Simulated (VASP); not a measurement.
Runs of VASP 6.6.1 on Si. The structure is that of space group Fd-3m (No. 227), or close to it. The cells are those of the table. 

```csv
task,level,cell,k mesh,smearing,gap on the mesh (eV),pressure (GPa)
single point,PBE,"a = 3.868 Å, angles 60.0°, 2 atoms",8 × 8 × 8,fermi-dirac 0.02 eV,(a),-0.1
dielectric tensor,PBE,"a = 3.850 Å, angles 60.0°, 2 atoms",6 × 6 × 6,gaussian 0.01 eV,0.72,-
dielectric tensor,r2SCAN,"a = 3.850 Å, angles 60.0°, 2 atoms",6 × 6 × 6,gaussian 0.01 eV,0.93,-
single point,r2SCAN,"a = 3.850 Å, angles 60.0°, 2 atoms",8 × 8 × 8,fermi-dirac 0.02 eV,(b),-0.2
single point,PBEsol,"a = 3.842 Å, angles 60.0°, 2 atoms",8 × 8 × 8,fermi-dirac 0.02 eV,(c),0.1
```

Alike in all rows: potentials or basis VASP PAW PBE potentials, release 64 (Si); no spin polarisation; cutoff (eV) 520.

Question: Fill in the values left out.

Answer: (a) 0.65; (b) 0.83; (c) 0.51.

Caveats: the PAW data sets were made with another functional, which shifts forces and pressure a little (some runs).

A k mesh can miss the band edges.
